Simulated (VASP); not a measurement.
Wanted: the native input for a VASP 6.6.1 run.

| Item | Value |
| --- | --- |
| Task | single point |
| Functional | r2SCAN |
| Potentials or basis | VASP PAW PBE potentials, release 64 (Cd, Se) |
| Cutoff | 520 eV |
| k mesh | 8 × 8 × 8 |
| Occupations | gaussian, width 0.01 eV |
| Spin | no spin polarisation |
| Dipole correction | no |
| Further INCAR settings | ALGO = Normal; EDIFF = 1e-07; NBANDS = 16 |

CdSe:

```xyz
2
Lattice="-0.1549 3.0368 3.0368 3.0368 -0.1549 3.0368 3.0368 3.0368 -0.1549" Properties=species:S:1:pos:R:3 pbc="T T T"
Cd   -0.0298   -0.0298   -0.0298
Se    1.5095    1.5095    1.5095
```

This cell differs from its parent crystal: epitaxial 111 strain +4.0%.

The input as run:

POSCAR

```
CdSe
1.0
   -0.1549330310      3.0367862850      3.0367862850
    3.0367862850     -0.1549330310      3.0367862850
    3.0367862850      3.0367862850     -0.1549330310
Cd Se
1 1
Direct
   -0.0050426890     -0.0050426890     -0.0050426890
    0.2550426890      0.2550426890      0.2550426890
```

INCAR.step1

```
SYSTEM = CdSe
PREC     = Accurate       ! precision mode
ENCUT    = 520            ! plane-wave cutoff, eV
ISMEAR   = 0              ! smearing method
SIGMA    = 0.01           ! smearing width, eV
LREAL    = .FALSE.        ! projectors in reciprocal space
LASPH    = .TRUE.         ! aspherical terms in the spheres
NELM     = 100            ! most SCF steps
NBANDS   = 16             ! bands
GGA      = PE             ! functional
ALGO     = Normal         ! electronic algorithm
EDIFF    = 1E-4           ! SCF threshold, eV
LWAVE    = .TRUE.         ! write WAVECAR
LCHARG   = .FALSE.        ! write CHGCAR
```

INCAR.step2

```
SYSTEM = CdSe
PREC     = Accurate       ! precision mode
ENCUT    = 520            ! plane-wave cutoff, eV
EDIFF    = 1E-7           ! SCF threshold, eV
ISMEAR   = 0              ! smearing method
SIGMA    = 0.01           ! smearing width, eV
LREAL    = .FALSE.        ! projectors in reciprocal space
LASPH    = .TRUE.         ! aspherical terms in the spheres
NELM     = 100            ! most SCF steps
ALGO     = Normal         ! electronic algorithm
ISIF     = 2              ! what is computed and relaxed
LWAVE    = .FALSE.        ! write WAVECAR
LCHARG   = .FALSE.        ! write CHGCAR
METAGGA  = R2SCAN         ! meta-GGA
LMIXTAU  = .TRUE.       
NBANDS   = 16             ! bands
ISTART   = 1
```

KPOINTS

```
Automatic mesh
0
G
  8 8 8
  0 0 0
```

Potentials or basis: VASP PAW PBE potentials, release 64 (Cd, Se).

Command:

```sh
$ cat potpaw_PBE.64/Cd/POTCAR potpaw_PBE.64/Se/POTCAR > POTCAR
$ cp INCAR.step1 INCAR
$ mpirun -np 1 vasp_std > vasp.out
$ cp INCAR.step2 INCAR
$ mpirun -np 1 vasp_std > vasp.out
```

Results of the run:

```
Pressure               : -2.0 GPa
Largest force          : 0.007 eV/Å
Band gap on the k mesh : 0.76 eV, direct
```

Caveat: the cell differs from its parent crystal (epitaxial 111 strain +4.0%); the PAW data sets were made with another functional, which shifts forces and pressure a little.

It took 120 s on 1 thread of Intel(R) Xeon(R) Platinum 8488C (Sapphire Rapids), on a shared host, peak memory 0.22 GiB.
